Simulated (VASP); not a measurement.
# TaSi2 (C2) in VASP: notebook, part 2 of 3

VASP 6.6.1. The steps go on from the part before.

### 3 Single point, PBEsol (atom 4 (Si) moved +0.080 Å towards its neighbour atom 1 (Ta) at 2.810 Å)

File INCAR:

```
PREC     = Accurate       # precision mode
ENCUT    = 520            # plane-wave cutoff, eV
EDIFF    = 1E-6           # SCF threshold, eV
ISMEAR   = 0              # smearing method
SIGMA    = 0.15           # smearing width, eV
LREAL    = False          # projectors in reciprocal space
LASPH    = True           # aspherical terms in the spheres
NELM     = 80             # most SCF steps
ALGO     = Normal         # electronic algorithm
ISIF     = 2              # what is computed and relaxed
LWAVE    = False          # write WAVECAR
LCHARG   = True           # write CHGCAR
GGA      = PS             # functional
LELF     = True           # ELF
LVHAR    = True         
NBANDS   = 38             # bands
```

File KPOINTS:

```
regular mesh
0
Gamma
  12 12 6
```

File POSCAR:

```
TaSi2
1.0
    4.7608595394      0.0000000000      0.0000000000
   -2.3804297697      4.1230253050      0.0000000000
    0.0000000000      0.0000000000      6.5557841079
Ta Si
3 6
Direct
    0.5000000000      0.0000000000      0.5000000000
    0.5000000000      0.5000000000      0.8333333333
    0.0000000000      0.5000000000      0.1666666667
    0.1689691564      0.3379383129      0.5000000000
    0.8407324576      0.1592675424      0.8333333333
    0.6814649151      0.8407324576      0.1666666667
    0.8407324576      0.6814649151      0.5000000000
    0.1592675424      0.8407324576      0.8333333333
    0.3185350849      0.1592675424      0.1666666667
```

Potentials or basis: VASP PAW PBE potentials, release 64 (Ta_pv, Si).

Started as:

```bash
> cat potpaw_PBE.64/Ta_pv/POTCAR potpaw_PBE.64/Si/POTCAR > POTCAR
> mpirun -np 1 vasp_std > vasp.out
```

OUTCAR:

```text
PREC = Accurate
   ENCUT = 520
   EDIFF = 1E-6
   ISMEAR = 0
   LREAL = False
   LASPH = True
   NELM = 80
   ISIF = 2
   GGA = PS

 ion  position               nearest neighbor table
   1  0.500  0.000  0.500-   6 2.60   9 2.60   8 2.60   5 2.60   7 2.72   7 2.72   4 2.73   4 2.76
                             4 2.76   7 2.81   2 3.23   2 3.23   3 3.23   3 3.23
   2  0.500  0.500  0.833-   4 2.58   7 2.60   6 2.60   9 2.60   8 2.72   5 2.72   8 2.72   5 2.72
                             8 2.81   5 2.81   1 3.23   1 3.23   3 3.23   3 3.23
   3  0.000  0.500  0.167-   4 2.58   7 2.60   5 2.60   8 2.60   9 2.72   6 2.72   9 2.72   6 2.72
                             6 2.81   9 2.81   1 3.23   1 3.23   2 3.23   2 3.23
   4  0.169  0.338  0.500-   5 2.57   9 2.57   3 2.58   2 2.58   7 2.71   1 2.73   1 2.76   1 2.76
                             7 2.77   7 2.77
   5  0.841  0.159  0.833-   6 2.55   4 2.57   1 2.60   3 2.60   8 2.63   2 2.72   2 2.72   2 2.81
                             8 2.81   8 2.81
   6  0.681  0.841  0.167-   7 2.55   5 2.55   1 2.60   2 2.60   9 2.63   3 2.72   3 2.72   3 2.81
                             9 2.81   9 2.81
   7  0.841  0.681  0.500-   8 2.55   6 2.55   3 2.60   2 2.60   4 2.71   1 2.72   1 2.72   4 2.77
                             4 2.77   1 2.81
   8  0.159  0.841  0.833-   7 2.55   9 2.55   1 2.60   3 2.60   5 2.63   2 2.72   2 2.72   2 2.81
                             5 2.81   5 2.81
   9  0.319  0.159  0.167-   8 2.55   4 2.57   1 2.60   2 2.60   6 2.63   3 2.72   3 2.72   3 2.81
                             6 2.81   6 2.81

  LATTYP: Found a hexagonal cell.
 ALAT       =     4.7608595394
 C/A-ratio  =     1.3770169134

  Lattice vectors:

 A1 = (   4.7608595394,   0.0000000000,   0.0000000000)
 A2 = (  -2.3804297697,   4.1230253050,   0.0000000000)
 A3 = (   0.0000000000,   0.0000000000,   6.5557841079)

Analysis of symmetry for initial positions (statically):
=====================================================================
 Subroutine PRICEL returns:
 Original cell was already a primitive cell.

 Routine SETGRP: Setting up the symmetry group for a
 hexagonal supercell.

 Subroutine GETGRP returns: Found  2 space group operations
 (whereof  2 operations were pure point group operations)
 out of a pool of 24 trial point group operations.

The static configuration has the point symmetry C_2 .

Analysis of symmetry for dynamics (positions and initial velocities):
=====================================================================
 Subroutine PRICEL returns:
 Original cell was already a primitive cell.

 Routine SETGRP: Setting up the symmetry group for a
 hexagonal supercell.

 Subroutine GETGRP returns: Found  2 space group operations
 (whereof  2 operations were pure point group operations)
 out of a pool of 24 trial point group operations.

The dynamic configuration has the point symmetry C_2 .

 Subroutine INISYM returns: Found  2 space group operations
 (whereof  2 operations are pure point group operations),
 and found     1 'primitive' translations

----------------------------------------------------------------------------------------

                                     Primitive cell

  volume of cell :     128.6844

  direct lattice vectors                    reciprocal lattice vectors
[... 59 lines left out ...]
  0.083333 -0.000000  0.000000      4.000000
  0.000000  0.083333  0.000000      2.000000
  0.166667  0.000000  0.000000      4.000000
  0.000000  0.166667  0.000000      2.000000
  0.250000 -0.000000  0.000000      4.000000
[... 16 lines left out ...]
 -0.083333  0.416667  0.000000      4.000000
 -0.416667  0.333333  0.000000      4.000000
 [... further k-points ...]
   k-points           NKPTS =    242   k-points in BZ     NKDIM =    242   number of bands    NBANDS=     38
   number of dos      NEDOS =    301   number of ions     NIONS =      9
   total plane-waves  NPLWV =  64800
   dimension x,y,z NGX =    36 NGY =   36 NGZ =   50
   dimension x,y,z NGXF=    72 NGYF=   72 NGZF=  100
   ions per type =               3   6
   NGX,Y,Z   is equivalent  to a cutoff of  12.57, 12.57, 12.68 a.u.
   NGXF,Y,Z  is equivalent  to a cutoff of  25.14, 25.14, 25.36 a.u.
 SYSTEM =  unknown system
   PREC   = accura    normal or accurate (medium, high low for compatibility)
   ISTART =      0    job   : 0-new  1-cont  2-samecut
   ICHARG =      2    charge: 1-file 2-atom 10-const
   ISPIN  =      1    spin polarized calculation?
   LNONCOLLINEAR =      F non collinear calculations
   LSORBIT =      F    spin-orbit coupling
   LASPH  =      T    aspherical Exc in radial PAW
   ENCUT  =  520.0 eV  38.22 Ry    6.18 a.u.   8.85  8.85 12.19*2*pi/ulx,y,z
   NELM   =     80;   NELMIN=  2; NELMDL= -5     # of ELM steps
   EDIFF  = 0.1E-05   stopping-criterion for ELM
   LREAL  =      F    real-space projection
   EDIFFG = 0.1E-04   stopping-criterion for IOM
   NSW    =      0    number of steps for IOM
   IBRION =     -1    ionic relax: 0-MD 1-quasi-New 2-CG
   NFREE  =      0    steps in history (QN), initial steepest desc. (CG)
   ISIF   =      2    stress and relaxation
   ISYM   =      2    0-nonsym 1-usesym 2-fastsym
   POTIM  = 0.5000    time-step for ionic-motion
   TEBEG  =    0.0;   TEEND  =   0.0 temperature during run
   PSTRESS=    0.0 pullay stress
   NELECT =      57.0000    total number of electrons
   NUPDOWN=      -1.0000    fix difference up-down
   EMIN   =  10.00;   EMAX   =-10.00  energy-range for DOS
   EFERMI =   0.00;   METHOD = LEGACY
   ISMEAR =     0;   SIGMA  =   0.15  broadening in eV -4-tet -1-fermi 0-gaus
   EFERMI_NEDOS =   21; number of points for ismear=-14 and -15
   IALGO  =     38    algorithm
   IMIX   =      4    mixing-type and parameters
     AMIX     =   0.40;   BMIX     =  1.00
     AMIX_MAG =   1.60;   BMIX_MAG =  1.00
  volume/ion in A,a.u.               =      14.30        96.49
  Fermi-wavevector in a.u.,A,eV,Ry     =   1.247933  2.358251 21.188838  1.557336
  Thomas-Fermi vector in A             =   2.382042
   LORBIT       =      0    0 simple, 1 ext, 2 COOP (PROOUT), +10 PAW based schemes
   GGA     = PS    functional components
   LHFCALC =     F    Hartree Fock is set to
   AEXX    =    0.0000 exact exchange contribution
   IVDW    =     0    specifies the selected vdW correction
   LEPSILON=     F    determine dielectric tensor
   LRPA    =     F    only Hartree local field effects (RPA)
 non-spin polarized calculation
 Gauss-broadening in eV      SIGMA  =   0.15
  energy-cutoff  :      520.00
  volume of cell :      128.68
 maximum number of plane-waves:      3501
   NGX = 17   NGY = 17   NGZ = 25

 number of electron      56.9999999 magnetization

 Free energy of the ion-electron system (eV)
  ---------------------------------------------------
  ext. energy  EPLUGINS =         0.00000000
  ---------------------------------------------------
  free energy    TOTEN  =       -77.33911995 eV

  energy without entropy =      -77.29684883  energy(sigma->0) =      -77.31798439

 E-fermi :   9.3968     XC(G=0): -12.2050

 val. band max:        9.3896983986   @ k =  -0.0833   0.4167   0.5000
 cond. band min:       9.3970766004   @ k =  -0.4167   0.3333   0.5000
 fundamental gap:      0.0073782018
 Fermi energy:         9.3968300825

 k-point     1 :       0.0000    0.0000    0.0000
  band No.  band energies     occupation
      1     -24.9046      2.00000
      2     -24.8900      2.00000
      3     -24.8899      2.00000
      4     -24.8182      2.00000
      5     -24.8065      2.00000
      6     -24.7248      2.00000
[... 973 lines left out ...]
     37      13.4602      0.00000
     38      13.5882      0.00000

 [... further k-points ...]
[... 5 lines left out ...]
  --------------------------------------------------------------------------------------
  -------------------------------------------------------------------------------------
  Total        0.2154136      0.1600003      0.6844290      0.0000000      0.0000000      0.2229303
  in kB        2.6819928      1.9920740      8.5214394      0.0000000      0.0000000      2.7755795
  external PRESSURE =       4.3985021 kB  Pullay stress =       0.0000000 kB

 VOLUME and BASIS-vectors are now :
 -----------------------------------------------------------------------------
  energy-cutoff  :      520.00
  volume of cell :      128.68
      direct lattice vectors                 reciprocal lattice vectors
     4.760859539  0.000000000  0.000000000     0.210046104  0.121270175  0.000000000
    -2.380429770  4.123025305  0.000000000     0.000000000  0.242540350  0.000000000
     0.000000000  0.000000000  6.555784108     0.000000000  0.000000000  0.152537055

 POSITION                                       TOTAL-FORCE (eV/Angst)
 -----------------------------------------------------------------------------------
      2.38043      0.00000      3.27789         0.000000      0.296516      0.000000
      1.19021      2.06151      5.46315         0.044680      0.052730      0.102839
     -1.19021      2.06151      1.09263        -0.044680      0.052730     -0.102839
     -0.00000      1.39333      3.27789         0.000000     -0.652990      0.000000
      3.62348      0.65666      5.46315         0.041872     -0.018253     -0.067774
      1.24305      3.46636      1.09263         0.030851      0.054239      0.015431
      2.38043      2.80970      3.27789         0.000000      0.179040      0.000000
     -1.24305      3.46636      5.46315        -0.030851      0.054239     -0.015431
      1.13738      0.65666      1.09263        -0.041872     -0.018253      0.067774
 -----------------------------------------------------------------------------------
    total drift:                                0.000000      0.000144     -0.000000

  FREE ENERGIE OF THE ION-ELECTRON SYSTEM (eV)
  ---------------------------------------------------
  free  energy   TOTEN  =       -77.3391199501 eV

  energy  without entropy=      -77.2968488350  energy(sigma->0) =      -77.31798439
```

Wall time 8.2 min (1 thread of Intel Xeon 6975P-C (Granite Rapids), shared host); peak memory 0.9 GiB.

What came out:

```yaml
Free_energy: -77.3391 eV
Pressure: 0.4 GPa
Largest_force: 0.653 eV/Å
```

Forces in eV/Å, atoms in the order of the input:
```
Ta   0.000  0.297  0.000
Ta   0.045  0.053  0.103
Ta  -0.045  0.053 -0.103
Si   0.000 -0.653  0.000
Si   0.042 -0.018 -0.068
Si   0.031  0.054  0.015
Si   0.000  0.179  0.000
Si  -0.031  0.054 -0.015
Si  -0.042 -0.018  0.068
```

Levels at points of the mesh, in eV from the Fermi level:
| k point | band 25 | band 26 | band 27 | band 28 | band 29 | band 30 | band 31 | band 32 | band 33 | band 34 |
| --- | --- | --- | --- | --- | --- | --- | --- | --- | --- | --- |
| (0.00, 0.00, 0.00) | -2.47 | -2.35 | -2.27 | -2.26 | -1.54 | 0.66 | 3.04 | 3.06 | 3.51 | 3.58 |
| (0.50, 0.00, 0.00) | -2.09 | -1.13 | -0.77 | -0.10 | 0.06 | 0.83 | 1.23 | 1.64 | 1.97 | 2.30 |
| (0.00, 0.50, 0.00) | -2.04 | -1.10 | -0.80 | -0.13 | -0.02 | 0.85 | 1.20 | 1.64 | 2.00 | 2.29 |
| (0.00, 0.00, 0.50) | -2.34 | -1.91 | -1.88 | -1.77 | 1.09 | 1.10 | 2.69 | 2.77 | 3.36 | 3.47 |
| (0.50, 0.00, 0.50) | -2.10 | -2.03 | -1.79 | -0.72 | -0.21 | 1.54 | 1.97 | 2.56 | 2.60 | 2.69 |
| (0.00, 0.50, 0.50) | -2.09 | -2.07 | -1.88 | -0.72 | -0.21 | 1.59 | 1.98 | 2.54 | 2.55 | 2.63 |

Caveat: the cell differs from its parent crystal (atom 4 (Si) moved +0.080 Å towards its neighbour atom 1 (Ta) at 2.810 Å); the PAW data sets were made with another functional, which shifts forces and pressure a little; spin-orbit coupling is left out, which moves the levels of the heavy elements.

(Continued in part 3 of 3.)
